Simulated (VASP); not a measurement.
# AgB2 (P6/mmm) in VASP: further runs

AgB2 is run at these levels: PBE; tasks: single point, relaxation of cell and atoms.

All numbers are computed with VASP 6.6.1; they aren't measurements. Logs are shortened: lines on timing, memory, paths and dates and some standing lists are left out, and cuts for length are marked.

## 1. The cell of the first run

It takes space group P6/mmm (No. 191, hexagonal). The conventional cell has a = 3.023 Å, b = 3.023 Å, c = 4.059 Å, α = 90.00°, β = 90.00°, γ = 120.00°. Within 3.5 Å of Ag (site symmetry 6/mmm) lie 12 B at 2.68 Å and 6 Ag at 3.02 Å. Within 2.3 Å of B (site symmetry -6m2) lie 3 B at 1.75 Å.

## 2. Single point, PBE

File INCAR:

```
PREC     = Accurate       # precision mode
ENCUT    = 520            # plane-wave cutoff, eV
EDIFF    = 1E-6           # SCF threshold, eV
ISMEAR   = 0              # smearing method
SIGMA    = 0.1            # smearing width, eV
LREAL    = F              # projectors in reciprocal space
LASPH    = T              # aspherical terms in the spheres
NELM     = 60             # most SCF steps
ALGO     = Normal         # electronic algorithm
ISIF     = 2              # what is computed and relaxed
LWAVE    = F              # write WAVECAR
LCHARG   = F              # write CHGCAR
GGA      = PE             # functional
NBANDS   = 16             # bands
```

File KPOINTS:

```
regular mesh
0
Gamma
  6 6 6
```

File POSCAR:

```
AgB2
1.0
    3.0230503851      0.0000000000      0.0000000000
   -1.5115251926      2.6180384304      0.0000000000
    0.0000000000      0.0000000000      4.0589133445
Ag B
1 2
Direct
    0.0000000000      0.0000000000      0.0000000000
    0.3333333333      0.6666666667      0.5000000000
    0.6666666667      0.3333333333      0.5000000000
```

Potentials or basis: VASP PAW PBE potentials, release 64 (Ag, B).

Started as:

```
$ cat potpaw_PBE.64/Ag/POTCAR potpaw_PBE.64/B/POTCAR > POTCAR
$ mpirun -np 1 vasp_std > vasp.out
```

OUTCAR:

```text
PREC = Accurate
   ENCUT = 520
   EDIFF = 1E-6
   ISMEAR = 0
   LREAL = F
   LASPH = T
   NELM = 60
   ISIF = 2
   GGA = PE

 ion  position               nearest neighbor table
   1  0.000  0.000  0.000-   2 2.68   3 2.68   2 2.68   3 2.68   3 2.68   3 2.68   2 2.68   2 2.68
                             3 2.68   3 2.68   2 2.68   2 2.68
   2  0.333  0.667  0.500-   3 1.75   3 1.75   3 1.75   1 2.68   1 2.68   1 2.68   1 2.68   1 2.68
                             1 2.68
   3  0.667  0.333  0.500-   2 1.75   2 1.75   2 1.75   1 2.68   1 2.68   1 2.68   1 2.68   1 2.68
                             1 2.68

  LATTYP: Found a hexagonal cell.
 ALAT       =     3.0230503851
 C/A-ratio  =     1.3426548775

  Lattice vectors:

 A1 = (   3.0230503851,   0.0000000000,   0.0000000000)
 A2 = (  -1.5115251926,   2.6180384304,   0.0000000000)
 A3 = (   0.0000000000,   0.0000000000,   4.0589133445)

Analysis of symmetry for initial positions (statically):
=====================================================================
 Subroutine PRICEL returns:
 Original cell was already a primitive cell.

 Routine SETGRP: Setting up the symmetry group for a
 hexagonal supercell.

 Subroutine GETGRP returns: Found 24 space group operations
 (whereof 24 operations were pure point group operations)
 out of a pool of 24 trial point group operations.

The static configuration has the point symmetry D_6h.

Analysis of symmetry for dynamics (positions and initial velocities):
=====================================================================
 Subroutine PRICEL returns:
 Original cell was already a primitive cell.

 Routine SETGRP: Setting up the symmetry group for a
 hexagonal supercell.

 Subroutine GETGRP returns: Found 24 space group operations
 (whereof 24 operations were pure point group operations)
 out of a pool of 24 trial point group operations.

The dynamic configuration has the point symmetry D_6h.

 Subroutine INISYM returns: Found 24 space group operations
 (whereof 24 operations are pure point group operations),
 and found     1 'primitive' translations

----------------------------------------------------------------------------------------

                                     Primitive cell

  volume of cell :      32.1241

  direct lattice vectors                    reciprocal lattice vectors
     3.023050385  0.000000000  0.000000000     0.330791708  0.190982682  0.000000000
    -1.511525193  2.618038430  0.000000000     0.000000000  0.381965363  0.000000000
     0.000000000  0.000000000  4.058913344     0.000000000  0.000000000  0.246371360

  length of vectors
     3.023050385  3.023050385  4.058913344     0.381965363  0.381965363  0.246371360

  position of ions in fractional coordinates (direct lattice)
     0.000000000  0.000000000  0.000000000
     0.333333333  0.666666667  0.500000000
     0.666666667  0.333333333  0.500000000

  ion indices of the primitive-cell ions
   primitive index   ion index
                 1           1
                 2           2
                 3           3

----------------------------------------------------------------------------------------

 KPOINTS: regular mesh

Automatic generation of k-mesh.
 Grid dimensions read from file:
 generate k-points for:    6    6    6

 Generating k-lattice:

  Cartesian coordinates                     Fractional coordinates (reciprocal lattice)
     0.055131951  0.031830447  0.000000000     0.166666667 -0.000000000  0.000000000
     0.000000000  0.063660894  0.000000000     0.000000000  0.166666667  0.000000000
     0.000000000  0.000000000  0.041061893     0.000000000  0.000000000  0.166666667

  Length of vectors
     0.063660894  0.063660894  0.041061893

  Shift w.r.t. Gamma in fractional coordinates (k-lattice)
     0.000000000  0.000000000  0.000000000

 Subroutine IBZKPT returns following result:
 ===========================================

 Found     28 irreducible k-points:

 Following reciprocal coordinates:
            Coordinates               Weight
  0.000000  0.000000  0.000000      1.000000
  0.166667 -0.000000  0.000000      6.000000
  0.333333 -0.000000  0.000000      6.000000
  0.500000 -0.000000  0.000000      3.000000
  0.166667  0.166667  0.000000      6.000000
  0.333333  0.166667  0.000000     12.000000
[... 16 lines left out ...]
  0.166667 -0.000000  0.500000      6.000000
  0.333333 -0.000000  0.500000      6.000000
 [... further k-points ...]
   k-points           NKPTS =     28   k-points in BZ     NKDIM =     28   number of bands    NBANDS=     16
   number of dos      NEDOS =    301   number of ions     NIONS =      3
   total plane-waves  NPLWV =  17280
   dimension x,y,z NGX =    24 NGY =   24 NGZ =   30
   dimension x,y,z NGXF=    48 NGYF=   48 NGZF=   60
   ions per type =               1   2
   NGX,Y,Z   is equivalent  to a cutoff of  13.20, 13.20, 12.29 a.u.
   NGXF,Y,Z  is equivalent  to a cutoff of  26.40, 26.40, 24.57 a.u.
 SYSTEM =  unknown system
   PREC   = accura    normal or accurate (medium, high low for compatibility)
   ISTART =      0    job   : 0-new  1-cont  2-samecut
   ICHARG =      2    charge: 1-file 2-atom 10-const
   ISPIN  =      1    spin polarized calculation?
   LNONCOLLINEAR =      F non collinear calculations
   LSORBIT =      F    spin-orbit coupling
   LASPH  =      T    aspherical Exc in radial PAW
   ENCUT  =  520.0 eV  38.22 Ry    6.18 a.u.   5.62  5.62  7.55*2*pi/ulx,y,z
   NELM   =     60;   NELMIN=  2; NELMDL= -5     # of ELM steps
   EDIFF  = 0.1E-05   stopping-criterion for ELM
   LREAL  =      F    real-space projection
   EDIFFG = 0.1E-04   stopping-criterion for IOM
   NSW    =      0    number of steps for IOM
   IBRION =     -1    ionic relax: 0-MD 1-quasi-New 2-CG
   NFREE  =      0    steps in history (QN), initial steepest desc. (CG)
   ISIF   =      2    stress and relaxation
   ISYM   =      2    0-nonsym 1-usesym 2-fastsym
   POTIM  = 0.5000    time-step for ionic-motion
   TEBEG  =    0.0;   TEEND  =   0.0 temperature during run
   PSTRESS=    0.0 pullay stress
   NELECT =      17.0000    total number of electrons
   NUPDOWN=      -1.0000    fix difference up-down
   EMIN   =  10.00;   EMAX   =-10.00  energy-range for DOS
   EFERMI =   0.00;   METHOD = LEGACY
   ISMEAR =     0;   SIGMA  =   0.10  broadening in eV -4-tet -1-fermi 0-gaus
   EFERMI_NEDOS =   21; number of points for ismear=-14 and -15
   IALGO  =     38    algorithm
   IMIX   =      4    mixing-type and parameters
     AMIX     =   0.40;   BMIX     =  1.00
     AMIX_MAG =   1.60;   BMIX_MAG =  1.00
  volume/ion in A,a.u.               =      10.71        72.26
  Fermi-wavevector in a.u.,A,eV,Ry     =   1.324181  2.502340 23.857214  1.753456
  Thomas-Fermi vector in A             =   2.453735
   LORBIT       =      0    0 simple, 1 ext, 2 COOP (PROOUT), +10 PAW based schemes
   GGA     = PE    functional components
   LHFCALC =     F    Hartree Fock is set to
   AEXX    =    0.0000 exact exchange contribution
   IVDW    =     0    specifies the selected vdW correction
   LEPSILON=     F    determine dielectric tensor
   LRPA    =     F    only Hartree local field effects (RPA)
 non-spin polarized calculation
 Gauss-broadening in eV      SIGMA  =   0.10
  energy-cutoff  :      520.00
  volume of cell :       32.12
 maximum number of plane-waves:       891
 NGX is ok and might be reduce to    24
   NGX = 11   NGY = 11   NGZ = 15

 number of electron      16.9999995 magnetization

 Free energy of the ion-electron system (eV)
  ---------------------------------------------------
  ext. energy  EPLUGINS =         0.00000000
  ---------------------------------------------------
  free energy    TOTEN  =       -14.60636675 eV

  energy without entropy =      -14.60474513  energy(sigma->0) =      -14.60555594

 E-fermi :   7.1553     XC(G=0): -11.9922

 val. band max:        7.1548229220   @ k =   0.3333  -0.0000   0.0000
 cond. band min:       7.3801396624   @ k =   0.1667  -0.0000   0.0000
 fundamental gap:      0.2253167404
 Fermi energy:         7.1553399533

 k-point     1 :       0.0000    0.0000    0.0000
  band No.  band energies     occupation
      1      -4.9766      2.00000
      2       1.3518      2.00000
      3       2.2251      2.00000
      4       2.2251      2.00000
      5       3.1655      2.00000
      6       3.1655      2.00000
[... 8 lines left out ...]
     15      23.6379      0.00000
     16      24.6910      0.00000

 k-point     2 :       0.1667   -0.0000    0.0000
  band No.  band energies     occupation
      1      -4.4741      2.00000
      2       1.6400      2.00000
      3       2.0111      2.00000
      4       2.0599      2.00000
      5       2.5297      2.00000
      6       3.0967      2.00000
[... 8 lines left out ...]
     15      23.0364      0.00000
     16      23.8530      0.00000

 k-point     3 :       0.3333   -0.0000    0.0000
  band No.  band energies     occupation
      1      -3.0279      2.00000
      2       1.1510      2.00000
      3       1.3993      2.00000
      4       1.9249      2.00000
      5       2.9621      2.00000
      6       3.2382      2.00000
[... 8 lines left out ...]
     15      20.4509      0.00000
     16      22.6673      0.00000

 k-point     4 :       0.5000   -0.0000    0.0000
  band No.  band energies     occupation
      1      -0.9318      2.00000
      2      -0.7549      2.00000
      3       1.1910      2.00000
      4       1.4788      2.00000
      5       2.8962      2.00000
      6       3.6970      2.00000
[... 8 lines left out ...]
     15      20.9523      0.00000
     16      23.8595      0.00000
[... 324 lines left out ...]
 k-point    22 :       0.0000    0.0000    0.5000
  band No.  band energies     occupation
      1      -4.0504      2.00000
      2      -0.4907      2.00000
      3       2.2451      2.00000
      4       2.3338      2.00000
      5       2.3338      2.00000
      6       3.0328      2.00000
[... 8 lines left out ...]
     15      17.6944      0.00000
     16      22.1439      0.00000

 k-point    23 :       0.1667   -0.0000    0.5000
  band No.  band energies     occupation
      1      -3.6723      2.00000
      2       0.1579      2.00000
      3       2.1410      2.00000
      4       2.4352      2.00000
      5       2.6393      2.00000
      6       2.7447      2.00000
[... 8 lines left out ...]
     15      18.8024      0.00000
     16      20.8285      0.00000

 k-point    24 :       0.3333   -0.0000    0.5000
  band No.  band energies     occupation
      1      -2.5952      2.00000
      2       1.1091      2.00000
      3       1.6457      2.00000
      4       2.4390      2.00000
      5       2.6980      2.00000
      6       2.8469      2.00000
[... 8 lines left out ...]
     15      20.0508      0.00000
     16      21.0186      0.00000

 [... further k-points ...]

------------------------ aborting loop because EDIFF is reached ----------------------------------------

  FORCE on cell =-STRESS in cart. coord.  units (eV):
  Direction    XX          YY          ZZ          XY          YZ          ZX
  --------------------------------------------------------------------------------------
  -------------------------------------------------------------------------------------
  Total       -0.0082712     -0.0082712     -0.0362043      0.0000000     -0.0000000     -0.0000000
  in kB       -0.4125207     -0.4125207     -1.8056744      0.0000000     -0.0000000     -0.0000000
  external PRESSURE =      -0.8769053 kB  Pullay stress =       0.0000000 kB

 VOLUME and BASIS-vectors are now :
 -----------------------------------------------------------------------------
  energy-cutoff  :      520.00
  volume of cell :       32.12
      direct lattice vectors                 reciprocal lattice vectors
     3.023050385  0.000000000  0.000000000     0.330791708  0.190982682  0.000000000
    -1.511525193  2.618038430  0.000000000     0.000000000  0.381965363  0.000000000
     0.000000000  0.000000000  4.058913344     0.000000000  0.000000000  0.246371360

 POSITION                                       TOTAL-FORCE (eV/Angst)
 -----------------------------------------------------------------------------------
      0.00000      0.00000      0.00000         0.000000      0.000000     -0.000000
     -0.00000      1.74536      2.02946         0.000000     -0.000000      0.000000
      1.51153      0.87268      2.02946        -0.000000      0.000000     -0.000000
 -----------------------------------------------------------------------------------
    total drift:                               -0.000000      0.000000      0.000000

  FREE ENERGIE OF THE ION-ELECTRON SYSTEM (eV)
  ---------------------------------------------------
  free  energy   TOTEN  =       -14.6063667504 eV

  energy  without entropy=      -14.6047451283  energy(sigma->0) =      -14.60555594
```

It took 4.9 s on 1 thread of Intel Xeon 6975P-C (Granite Rapids), shared host; peak memory 0.15 GiB.

Results:

- Free energy: -14.6064 eV
- Pressure: -0.1 GPa

Levels at points of the mesh, in eV from the Fermi level:
```csv
k point,band 4,band 5,band 6,band 7,band 8,band 9,band 10,band 11,band 12,band 13
"(0.00, 0.00, 0.00)",-4.93,-3.99,-3.99,-3.85,1.18,1.21,1.21,7.45,7.45,9.31
"(0.50, 0.00, 0.00)",-5.68,-4.26,-3.46,-2.80,-1.73,2.41,2.81,3.81,5.77,7.78
"(0.00, 0.00, 0.50)",-4.82,-4.82,-4.12,-4.12,0.91,0.91,7.38,8.63,8.63,8.92
"(0.50, 0.00, 0.50)",-4.91,-4.12,-3.45,-2.77,-2.67,-0.42,1.23,6.33,9.17,9.29
```

Caveat: the k points lie up to 0.40 Å⁻¹ apart.

## 3. Relaxation of cell and atoms, PBE

This run uses another cell than the first one, of 8.42 Å³/atom, 0.786 times its volume.

File INCAR:

```
SYSTEM = AgB2
ALGO = Normal ; EDIFF = 1E-6
EDIFFG = -0.04 ; ENCUT = 600
GGA = PE ; IBRION = 2
ISIF = 3 ; ISMEAR = 0
LASPH = .TRUE. ; LCHARG = .FALSE.
LREAL = .FALSE. ; LWAVE = .FALSE.
NELM = 60 ; NSW = 90
PREC = Accurate ; SIGMA = 0.1
```

File KPOINTS:

```
k-points
0
G
  6 6 6
  0 0 0
```

File POSCAR:

```
AgB2
1.0
    3.0000016405      0.0000000000      0.0000000000
   -1.5000008203      2.5980776321      0.0000000000
    0.0000000000      0.0000000000      3.2400000000
Ag B
1 2
Direct
    0.0000000000      0.0000000000      0.0000000000
    0.3333333333      0.6666666667      0.5000000000
    0.6666666667      0.3333333333      0.5000000000
```

Potentials or basis: VASP PAW PBE potentials, release 64 (Ag, B).

Started as:

```
$ cat potpaw_PBE.64/Ag/POTCAR potpaw_PBE.64/B/POTCAR > POTCAR
$ mpirun -np 1 vasp_std > vasp.out
```

It took 23 s on 1 thread of Intel Xeon 6975P-C (Granite Rapids), shared host; peak memory 0.15 GiB.

It converged, with:

* Free energy: -14.6026 eV
* Relaxed volume: 10.69 Å³/atom
* Relaxed cell: a = 3.020 Å, b = 3.020 Å, c = 4.061 Å, α = 90.00°, β = 90.00°, γ = 120.00°
* Space group after relaxing (to 0.05 Å): P6/mmm (No. 191)
* Energy gained by relaxing: 447.7 meV/atom
* Ionic steps: 9
* Pressure after relaxing: 0.2 GPa

Stress tensor (GPa, compression positive):
```
 0.42  0.00  0.00
 0.00  0.42  0.00
 0.00  0.00 -0.26
```

Step by step:
```csv
step,energy change (eV),largest force (eV/Å),pressure (GPa),volume (Å³)
1,0.0000,0.0000,54.84,25.25
2,-0.6888,0.0000,-19.75,37.24
3,-1.0132,0.0000,-3.66,31.88
4,-1.2556,0.0000,-1.11,31.73
5,-1.3354,0.0000,3.57,31.41
6,-1.3376,0.0000,2.84,31.46
7,-1.3375,0.0000,3.05,31.45
8,-1.3414,0.0000,-1.37,32.44
9,-1.3432,0.0000,0.19,32.07
```

Final structure:
```yaml
crystal:
  lattice:
    - [3.01992, 0.00000, 0.00000]
    - [-1.50996, 2.61533, 0.00000]
    - [0.00000, 0.00000, 4.06086]
  atoms:
    - { symbol: Ag, position: [0.00000, 0.00000, 0.00000] }
    - { symbol: B, position: [0.33333, 0.66667, 0.50000] }
    - { symbol: B, position: [0.66667, 0.33333, 0.50000] }
```

Levels at points of the mesh, in eV from the Fermi level:
```tsv
k point	band 4	band 5	band 6	band 7	band 8	band 9	band 10	band 11	band 12
(0.00, 0.00, 0.00)	-4.93	-3.99	-3.99	-3.86	1.18	1.23	1.23	7.48	7.48
(0.50, 0.00, 0.00)	-5.68	-4.26	-3.45	-2.79	-1.72	2.41	2.81	3.81	5.79
(0.00, 0.00, 0.50)	-4.82	-4.82	-4.12	-4.12	0.93	0.93	8.65	8.65	8.95
(0.50, 0.00, 0.50)	-4.90	-4.12	-3.45	-2.77	-2.66	-0.42	1.24	6.36	9.19
```

Caveat: the k points lie up to 0.40 Å⁻¹ apart in the final cell; the volume moved by over 15 % at a fixed basis, so the end points are rough; the volume moved by +27 % from the deposited cell, more than functionals usually miss.
